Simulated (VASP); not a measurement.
Here is a VASP 6.6.1 calculation.

Contents of INCAR:

```
PREC     = Accurate       # precision mode
ENCUT    = 600            # plane-wave cutoff, eV
EDIFF    = 1E-6           # SCF threshold, eV
ISMEAR   = -1             # smearing method
SIGMA    = 0.02           # smearing width, eV
LREAL    = False          # projectors in reciprocal space
LASPH    = True           # aspherical terms in the spheres
NELM     = 100            # most SCF steps
ALGO     = Normal         # electronic algorithm
ISIF     = 3              # what is computed and relaxed
LWAVE    = False          # write WAVECAR
LCHARG   = False          # write CHGCAR
GGA      = PS             # functional
IBRION   = 2              # ionic algorithm
NSW      = 60             # ionic steps
EDIFFG   = -0.01          # ionic threshold
```

File KPOINTS:

```
Automatic mesh
0
Gamma
  11 11 5
```

File POSCAR:

```
Zn
1.0
    2.6700000000      0.0000000000      0.0000000000
   -1.3350000000      2.3122880000      0.0000000000
    0.0000000000      0.0000000000      4.9660000000
Zn
2
Direct
    0.3333333333      0.6666666667      0.2500000000
    0.6666666667      0.3333333333      0.7500000000
```

Potentials or basis: VASP PAW PBE potentials, release 64 (Zn).

Command:

```console
$ cat potpaw_PBE.64/Zn/POTCAR > POTCAR
$ mpirun -np 1 vasp_std > vasp.out
```

(1) What does it give for the band gap on the k mesh?

(2) Estimate the relaxed cell.

(3) Predict the space group after relaxing (to 0.1 Å).

Answers

(1) zero (bands 12 and 13 overlap by 2.97 eV).

(2) a = 2.698 Å, b = 2.698 Å, c = 4.462 Å, α = 90.00°, β = 90.00°, γ = 120.00°.

(3) P6_3/mmc (No. 194).
